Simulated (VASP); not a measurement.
Wanted: the native input for a VASP 6.6.1 run.

```
Task                   : single point
Functional             : PBE
Potentials or basis    : VASP PAW PBE potentials, release 64 (In_d, B)
Cutoff                 : 520 eV
k mesh                 : 8 × 8 × 8
Occupations            : gaussian, width 0.1 eV
Spin                   : no spin polarisation
Dipole correction      : no
Further INCAR settings : ALGO = Normal; EDIFF = 1e-07; NBANDS = 22
```

The structure of In2B lies in POSCAR:

```
In2B
1.0
   -1.5801091997      1.5801091997      5.9445373364
    1.5801091997     -1.5801091997      5.9445373364
    1.5801091997      1.5801091997     -5.9445373364
In B
2 1
Direct
    0.6341944527      0.6341944527      0.0000000000
    0.3658055473      0.3658055473      0.0000000000
    0.0000000000      0.0000000000      0.0000000000
```

These files were run (other wordings do the same):

INCAR

```
SYSTEM = In2B
ALGO     = Normal         ! electronic algorithm
EDIFF    = 1E-7           ! SCF threshold, eV
ENCUT    = 520            ! plane-wave cutoff, eV
GGA      = PE             ! functional
ISIF     = 2              ! what is computed and relaxed
ISMEAR   = 0              ! smearing method
LASPH    = .TRUE.         ! aspherical terms in the spheres
LCHARG   = .TRUE.         ! write CHGCAR
LELF     = .TRUE.         ! ELF
LREAL    = .FALSE.        ! projectors in reciprocal space
LVHAR    = .TRUE.       
LWAVE    = .FALSE.        ! write WAVECAR
NBANDS   = 22             ! bands
NELM     = 100            ! most SCF steps
PREC     = Accurate       ! precision mode
SIGMA    = 0.1            ! smearing width, eV
```

KPOINTS

```
k-points
0
G
  8 8 8
  0 0 0
```

Potentials or basis: VASP PAW PBE potentials, release 64 (In_d, B).

Launch:

```sh
$ cat potpaw_PBE.64/In_d/POTCAR potpaw_PBE.64/B/POTCAR > POTCAR
$ mpirun -np 1 vasp_std > vasp.out
```

Results of the run:

The pressure is 0.0 GPa, the largest force is 0.007 eV/Å and the band gap on the k mesh is zero (an odd number of electrons rules out a gap without spin polarisation).

Caveat: spin-orbit coupling is left out, which moves the levels of the heavy elements.

Wall time 4 min on 1 thread of Oxide Virtual Turin-like Processor (shared host), peak memory 0.31 GiB.
